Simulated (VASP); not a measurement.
# Co (Fm-3m) in VASP: single point with r2SCAN

Aim: the single point of Co with r2SCAN.

Program: VASP 6.6.1. These are calculated values, not measurements. Logs are shortened: lines on timing, memory, paths and dates and some standing lists are left out, and cuts for length are marked.

**1. The cell of the first run**

Symmetry: Fm-3m, No. 225, cubic system. Conventional cell: a = 3.583 Å, b = 3.583 Å, c = 3.583 Å, α = 90.00°, β = 90.00°, γ = 90.00°. Co (site symmetry m-3m) has 12 Co at 2.53 Å within 3.3 Å.

This isn't the form of Co at room conditions, which is hcp.

**2. Single point, r2SCAN, collinear spin, ferromagnetic start**

The input, POSCAR:

```
Co
1.0
   -1.7917500000     -3.5835000000     -1.7917500000
   -1.7917500000      0.0000000000     -1.7917500000
    1.7917500000      0.0000000000     -1.7917500000
Co
2
Direct
    0.0000000000      0.0000000000      0.0000000000
    0.5000000000      0.0000000000      0.5000000000
```

The input, INCAR.step1:

```
  PREC = Accurate
  ENCUT = 520
  ISMEAR = -1
  SIGMA = 0.05
  LREAL = False
  LASPH = True
  NELM = 150
  ISPIN = 2
  MAGMOM = 3 3
  LMAXMIX = 4
  ISYM = 0
  NBANDS = 20
  GGA = PE
  ALGO = Normal
  EDIFF = 1E-4
  LWAVE = True
  LCHARG = False
```

The input, INCAR.step2:

```
  PREC = Accurate
  ENCUT = 520
  EDIFF = 1E-6
  ISMEAR = -1
  SIGMA = 0.05
  LREAL = False
  LASPH = True
  NELM = 150
  ALGO = Normal
  ISIF = 2
  LWAVE = False
  LCHARG = False
  ISPIN = 2
  MAGMOM = 3 3
  LORBIT = 11
  LMAXMIX = 4
  METAGGA = R2SCAN
  LMIXTAU = True
  ISYM = 0
  NBANDS = 20
  ISTART = 1
```

The input, KPOINTS:

```
Automatic mesh
0
Gamma
  7 12 10
```

Potentials or basis: VASP PAW PBE potentials, release 64 (Co).

The run is started by

```sh
$ cat potpaw_PBE.64/Co/POTCAR > POTCAR
$ cp INCAR.step1 INCAR
$ mpirun -np 1 vasp_std > vasp.out
$ cp INCAR.step2 INCAR
$ mpirun -np 1 vasp_std > vasp.out
```

OUTCAR:

```text
PREC = Accurate
   ENCUT = 520
   EDIFF = 1E-6
   ISMEAR = -1
   LREAL = False
   LASPH = True
   NELM = 150
   ISIF = 2
   ISPIN = 2
   LORBIT = 11
   METAGGA = R2SCAN
   ISYM = 0
   ISTART = 1

 ion  position               nearest neighbor table
   1  0.000  0.000  0.000-   2 2.53   2 2.53   2 2.53   2 2.53   2 2.53   2 2.53   2 2.53   2 2.53

   2  0.500  0.000  0.500-   1 2.53   1 2.53   1 2.53   1 2.53   1 2.53   1 2.53   1 2.53   1 2.53

IMPORTANT INFORMATION: All symmetrisations will be switched off!
NOSYMM: (Re-)initialisation of all symmetry stuff for point group C_1.

----------------------------------------------------------------------------------------

                                     Primitive cell

  volume of cell :      23.0087

  direct lattice vectors                    reciprocal lattice vectors
    -1.791750000 -3.583500000 -1.791750000     0.000000000 -0.279056788  0.000000000
    -1.791750000  0.000000000 -1.791750000    -0.279056788  0.279056788 -0.279056788
     1.791750000  0.000000000 -1.791750000     0.279056788  0.000000000 -0.279056788

  length of vectors
     4.388873247  2.533917150  2.533917150     0.279056788  0.483340535  0.394645894

  position of ions in fractional coordinates (direct lattice)
     0.000000000  0.000000000  0.000000000
     0.500000000  0.000000000  0.500000000

  ion indices of the primitive-cell ions
   primitive index   ion index
                 1           1
                 2           2

----------------------------------------------------------------------------------------

 KPOINTS: Automatic mesh

Automatic generation of k-mesh.
 Grid dimensions read from file:
 generate k-points for:    7   12   10

 Generating k-lattice:

  Cartesian coordinates                     Fractional coordinates (reciprocal lattice)
     0.000000000 -0.039865255  0.000000000     0.142857143  0.000000000  0.000000000
    -0.023254732  0.023254732 -0.023254732     0.000000000  0.083333333  0.000000000
     0.027905679  0.000000000 -0.027905679     0.000000000  0.000000000  0.100000000

  Length of vectors
     0.039865255  0.040278378  0.039464589

  Shift w.r.t. Gamma in fractional coordinates (k-lattice)
     0.000000000  0.000000000  0.000000000

 -----------------------------------------------------------------------------
|                                                                             |
|           W    W    AA    RRRRR   N    N  II  N    N   GGGG   !!!           |
|           W    W   A  A   R    R  NN   N  II  NN   N  G    G  !!!           |
|           W    W  A    A  R    R  N N  N  II  N N  N  G       !!!           |
|           W WW W  AAAAAA  RRRRR   N  N N  II  N  N N  G  GGG   !            |
|           WW  WW  A    A  R   R   N   NN  II  N   NN  G    G                |
|           W    W  A    A  R    R  N    N  II  N    N   GGGG   !!!           |
|                                                                             |
|     Your reciprocal lattice and k-lattice belong to different lattice       |
|     classes:                                                                |
|                                                                             |
|        The reciprocal lattice is simple tetragonal,                         |
|        whereas your k-lattice is simple monoclinic.                         |
|                                                                             |
|     Results are often still useful ...                                      |
|                                                                             |
 -----------------------------------------------------------------------------

 WARNING: IBZKPT: internal override: KBLOWUP is changed to .FALSE.
      ... skipping the blow-up phase ...

 Subroutine IBZKPT returns following result:
 ===========================================

 Found    422 irreducible k-points:

 Following reciprocal coordinates:
            Coordinates               Weight
  0.000000  0.000000  0.000000      1.000000
  0.142857  0.000000  0.000000      2.000000
  0.285714  0.000000  0.000000      2.000000
  0.428571  0.000000  0.000000      2.000000
  0.000000  0.083333  0.000000      2.000000
  0.142857  0.083333  0.000000      2.000000
[... 16 lines left out ...]
 -0.428571  0.250000  0.000000      2.000000
 -0.285714  0.250000  0.000000      2.000000
 [... further k-points ...]
   k-points           NKPTS =    422   k-points in BZ     NKDIM =    422   number of bands    NBANDS=     20
   number of dos      NEDOS =    301   number of ions     NIONS =      2
   total plane-waves  NPLWV =  14400
   dimension x,y,z NGX =    36 NGY =   20 NGZ =   20
   dimension x,y,z NGXF=    72 NGYF=   40 NGZF=   40
   ions per type =               2
   NGX,Y,Z   is equivalent  to a cutoff of  13.64, 13.12, 13.12 a.u.
   NGXF,Y,Z  is equivalent  to a cutoff of  27.27, 26.24, 26.24 a.u.
 SYSTEM =  unknown system
   PREC   = accura    normal or accurate (medium, high low for compatibility)
   ISTART =      1    job   : 0-new  1-cont  2-samecut
   ICHARG =      0    charge: 1-file 2-atom 10-const
   ISPIN  =      2    spin polarized calculation?
   LNONCOLLINEAR =      F non collinear calculations
   LSORBIT =      F    spin-orbit coupling
   LASPH  =      T    aspherical Exc in radial PAW
   ENCUT  =  520.0 eV  38.22 Ry    6.18 a.u.   8.16  4.71  4.71*2*pi/ulx,y,z
   NELM   =    150;   NELMIN=  2; NELMDL=  0     # of ELM steps
   EDIFF  = 0.1E-05   stopping-criterion for ELM
   LREAL  =      F    real-space projection
   EDIFFG = 0.1E-04   stopping-criterion for IOM
   NSW    =      0    number of steps for IOM
   IBRION =     -1    ionic relax: 0-MD 1-quasi-New 2-CG
   NFREE  =      0    steps in history (QN), initial steepest desc. (CG)
   ISIF   =      2    stress and relaxation
   ISYM   =      0    0-nonsym 1-usesym 2-fastsym
   POTIM  = 0.5000    time-step for ionic-motion
   TEBEG  =    0.0;   TEEND  =   0.0 temperature during run
   PSTRESS=    0.0 pullay stress
   NELECT =      18.0000    total number of electrons
   NUPDOWN=      -1.0000    fix difference up-down
   EMIN   =  10.00;   EMAX   =-10.00  energy-range for DOS
   EFERMI =   0.00;   METHOD = LEGACY
   ISMEAR =    -1;   SIGMA  =   0.05  broadening in eV -4-tet -1-fermi 0-gaus
   EFERMI_NEDOS =   21; number of points for ismear=-14 and -15
   IALGO  =     38    algorithm
   IMIX   =      4    mixing-type and parameters
     AMIX     =   0.40;   BMIX     =  1.00
     AMIX_MAG =   1.60;   BMIX_MAG =  1.00
  volume/ion in A,a.u.               =      11.50        77.64
  Fermi-wavevector in a.u.,A,eV,Ry     =   1.508464  2.850583 30.959558  2.275463
  Thomas-Fermi vector in A             =   2.618915
   LORBIT       =     11    0 simple, 1 ext, 2 COOP (PROOUT), +10 PAW based schemes
   METAGGA = R2SCAN    functional components
   LHFCALC =     F    Hartree Fock is set to
   AEXX    =    0.0000 exact exchange contribution
   IVDW    =     0    specifies the selected vdW correction
   LEPSILON=     F    determine dielectric tensor
   LRPA    =     F    only Hartree local field effects (RPA)
 spin polarized calculation
  energy-cutoff  :      520.00
  volume of cell :       23.01
 maximum number of plane-waves:       637
 NGX is ok and might be reduce to    36
   NGX = 17   NGY =  9   NGZ =  9

 number of electron      18.0000003 magnetization       3.6718756

 Free energy of the ion-electron system (eV)
  ---------------------------------------------------
  ext. energy  EPLUGINS =         0.00000000
  ---------------------------------------------------
  free energy    TOTEN  =       -26.42793304 eV

  energy without entropy =      -26.41763116  energy(sigma->0) =      -26.42278210

 E-fermi :   9.7914     XC(G=0): -14.2669

 val. band max:        9.7897169008   @ k =  -0.4286  -0.0833   0.2000
 cond. band min:       9.7922388587   @ k =  -0.1429   0.1667   0.0000
 fundamental gap:      0.0025219579
 Fermi energy:         9.7914400310

 spin component 1

 k-point     1 :       0.0000    0.0000    0.0000
  band No.  band energies     occupation
      1       0.4646      1.00000
      2       3.7767      1.00000
      3       4.6193      1.00000
      4       6.3956      1.00000
      5       6.3978      1.00000
      6       6.3984      1.00000
[... 12 lines left out ...]
     19      36.8705      0.00000
     20      36.8744      0.00000

 k-point     2 :       0.1429    0.0000    0.0000
  band No.  band energies     occupation
      1       0.7315      1.00000
      2       3.8356      1.00000
      3       4.7006      1.00000
      4       6.3020      1.00000
      5       6.4728      1.00000
      6       6.4753      1.00000
[... 498 lines left out ...]
 k-point    24 :      -0.2857    0.2500    0.0000
  band No.  band energies     occupation
      1       3.8363      1.00000
      2       4.1833      1.00000
      3       5.7330      1.00000
      4       5.9368      1.00000
      5       6.2228      1.00000
      6       6.2438      1.00000
[... 12 lines left out ...]
     19      32.5805      0.00000
     20      33.8799      0.00000

 [... further k-points ...]

 spin component 2

 k-point     1 :       0.0000    0.0000    0.0000
  band No.  band energies     occupation
      1       0.0028      1.00000
      2       5.9529      1.00000
      3       6.1196      1.00000
      4       8.3526      1.00000
      5       8.3612      1.00000
      6       8.3719      1.00000
[... 12 lines left out ...]
     19      37.9101      0.00000
     20      37.9168      0.00000

 k-point     2 :       0.1429    0.0000    0.0000
  band No.  band energies     occupation
      1       0.2762      1.00000
      2       5.8181      1.00000
      3       6.2196      1.00000
      4       8.2376      1.00000
      5       8.4370      1.00000
      6       8.4564      1.00000
[... 498 lines left out ...]
 k-point    24 :      -0.2857    0.2500    0.0000
  band No.  band energies     occupation
      1       3.9012      1.00000
      2       4.5170      1.00000
      3       7.3483      1.00000
      4       7.4810      1.00000
      5       8.6931      1.00000
      6       8.7882      1.00000
[... 12 lines left out ...]
     19      33.3247      0.00000
     20      34.7392      0.00000

 [... further k-points ...]

------------------------ aborting loop because EDIFF is reached ----------------------------------------

  FORCE on cell =-STRESS in cart. coord.  units (eV):
  Direction    XX          YY          ZZ          XY          YZ          ZX
  --------------------------------------------------------------------------------------
  -------------------------------------------------------------------------------------
  Total       -1.6403545     -1.5873316     -1.6399324      0.0088412      0.0088116     -0.0250104
  in kB     -114.2236596   -110.5314844   -114.1942693      0.6156434      0.6135830     -1.7415625
  external PRESSURE =    -112.9831378 kB  Pullay stress =       0.0000000 kB

 VOLUME and BASIS-vectors are now :
 -----------------------------------------------------------------------------
  energy-cutoff  :      520.00
  volume of cell :       23.01
      direct lattice vectors                 reciprocal lattice vectors
    -1.791750000 -3.583500000 -1.791750000     0.000000000 -0.279056788  0.000000000
    -1.791750000  0.000000000 -1.791750000    -0.279056788  0.279056788 -0.279056788
     1.791750000  0.000000000 -1.791750000     0.279056788  0.000000000 -0.279056788

 POSITION                                       TOTAL-FORCE (eV/Angst)
 -----------------------------------------------------------------------------------
      0.00000      0.00000      0.00000         0.000000     -0.000000     -0.000000
      0.00000     -1.79175     -1.79175        -0.000000      0.000000      0.000000
 -----------------------------------------------------------------------------------
    total drift:                                0.000005      0.000000      0.000000

  FREE ENERGIE OF THE ION-ELECTRON SYSTEM (eV)
  ---------------------------------------------------
  free  energy   TOTEN  =       -26.4279330448 eV

  energy  without entropy=      -26.4176311605  energy(sigma->0) =      -26.42278210

 total charge

# of ion       s       p       d       tot
------------------------------------------
    1        0.486   0.516   7.182   8.184
    2        0.486   0.516   7.182   8.184
--------------------------------------------------
tot          0.973   1.032  14.363  16.368

 magnetization (x)

# of ion       s       p       d       tot
------------------------------------------
    1       -0.001  -0.059   1.964   1.904
    2       -0.001  -0.059   1.964   1.904
--------------------------------------------------
tot         -0.002  -0.119   3.928   3.807
```

It took 20 min on 1 thread of Intel Xeon Platinum 8259CL at 2.50GHz (Skylake/Cascade Lake), shared host; peak memory 0.37 GiB.

What came out:

| Property | Result |
| --- | --- |
| Free energy | -26.4279 eV |
| Pressure | -11.3 GPa |
| Net moment | 3.67 μB per cell |
| Site moments | Co +1.90 μB |
| Valence electrons inside the program's atomic spheres | Co 8.18 |

Stress tensor (GPa, compression positive):
```
-11.42   0.06  -0.17
  0.06 -11.05   0.06
 -0.17   0.06 -11.42
```

Caveat: the cell stands under tension; the PAW data sets were made with another functional, which shifts forces and pressure a little.
